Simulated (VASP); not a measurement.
Input of a VASP 6.6.1 run:

File POSCAR:

```
LiF
1.0
    0.0000000000      2.0140000000      2.0140000000
    2.0895250000      0.0000000000      2.0140000000
    2.0895250000      2.0140000000      0.0000000000
Li F
1 1
Direct
    0.0000000000      0.0000000000      0.0000000000
    0.5000000000      0.5000000000      0.5000000000
```

File INCAR.step1:

```
ALGO     = Normal         # electronic algorithm
EDIFF    = 1E-4           # SCF threshold, eV
ENCUT    = 520            # plane-wave cutoff, eV
GGA      = PE             # functional
ISMEAR   = 0              # smearing method
LASPH    = T              # aspherical terms in the spheres
LCHARG   = F              # write CHGCAR
LREAL    = F              # projectors in reciprocal space
LWAVE    = T              # write WAVECAR
NBANDS   = 12             # bands
NELM     = 80             # most SCF steps
PREC     = Accurate       # precision mode
SIGMA    = 0.05           # smearing width, eV
```

File INCAR.step2:

```
ALGO     = Normal         # electronic algorithm
EDIFF    = 1E-6           # SCF threshold, eV
ENCUT    = 520            # plane-wave cutoff, eV
ISIF     = 2              # what is computed and relaxed
ISMEAR   = 0              # smearing method
ISTART   = 1            
LASPH    = T              # aspherical terms in the spheres
LCHARG   = F              # write CHGCAR
LMIXTAU  = T            
LREAL    = F              # projectors in reciprocal space
LWAVE    = F              # write WAVECAR
METAGGA  = R2SCAN         # meta-GGA
NBANDS   = 12             # bands
NELM     = 80             # most SCF steps
PREC     = Accurate       # precision mode
SIGMA    = 0.05           # smearing width, eV
```

The input KPOINTS:

```
k-points
0
Gamma
  10 10 10
```

Potentials or basis: VASP PAW PBE potentials, release 64 (Li_sv, F).

Run with:

```sh
$ cat potpaw_PBE.64/Li_sv/POTCAR potpaw_PBE.64/F/POTCAR > POTCAR
$ cp INCAR.step1 INCAR
$ mpirun -np 1 vasp_std > vasp.out
$ cp INCAR.step2 INCAR
$ mpirun -np 1 vasp_std > vasp.out
```

Task: Predict the band gap on the k mesh.

Result: 9.86 eV, direct.

Caveat: the cell differs from its parent crystal (strain +0.0375 x Voigt [1, 0, 0, 0, 0, 0]). A k mesh can miss the band edges.
